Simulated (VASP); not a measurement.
Crystal: Sb.

```
Sb
1.0
     3.51078    0.00000    0.00000
     0.67895    3.44450    0.00000
    -2.09487   -1.72225    2.22956
Sb
1
Direct
  0.00000 0.00000 0.00000
```

Base run:

```yaml
Program: VASP 6.6.1
Functional: LDA
Potentials_or_basis: VASP PAW LDA potentials, release 64 (Sb)
Cutoff: 520 eV
k_mesh: 10 × 10 × 10
Occupations: fermi-dirac, width 0.15 eV
Spin: no spin polarisation
```

Its results: pressure -2.0 GPa.

Q: The run is repeated on the same cell with these changes: k mesh from 10 × 10 × 10 to 6 × 6 × 6. What comes out?

A: Pressure -2.4 GPa.

Caveats: some runs use coarse meshes.
